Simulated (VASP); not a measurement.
Runs of VASP 6.6.1 on VSe. It takes space group Pm-3m (No. 221, cubic). The conventional cell has a = 3.320 Å, b = 3.320 Å, c = 3.320 Å, α = 90.00°, β = 90.00°, γ = 90.00°. V (site symmetry m-3m) has 8 Se at 2.87 Å and 6 V at 3.32 Å within 3.8 Å. Within 3.8 Å of Se (site symmetry m-3m) lie 8 V at 2.87 Å and 6 Se at 3.32 Å. 

```csv
spin,fixed moment (μB),gap on the mesh (eV),pressure (GPa),moment (μB)
"collinear, ferrimagnetic start",2.25,-,-10.1,2.25
"collinear, ferromagnetic start",-,none,-6.0,2.97
"collinear, zero start",0.0,-,-14.9,0.00
collinear,3.0,-,-6.2,3.00
collinear,-,none,-6.0,2.97
"collinear, ferrimagnetic start",-,none,-6.0,2.97
"collinear, ferromagnetic start",1.5,-,(a),1.50
```

Alike in all rows: task single point; level LDA+U; potentials or basis VASP PAW LDA potentials, release 64 (V_sv, Se); V d U = 5.0 eV; cell as given; k mesh 6 × 6 × 6; cutoff (eV) 500; smearing gaussian 0.05 eV.

Task: Fill in the values left out.

Result: (a) -7.2.

Caveats: the cell stands under tension; the total moment is fixed, so each spin has its own Fermi level and the state may be an excited one (at least some runs); the total moment is fixed, so each spin has its own Fermi level (at least some runs).

A k mesh can miss the band edges, and the runs leave out spin-orbit coupling on Se.

A gap of «none» marks levels without a gap at the run's occupations.
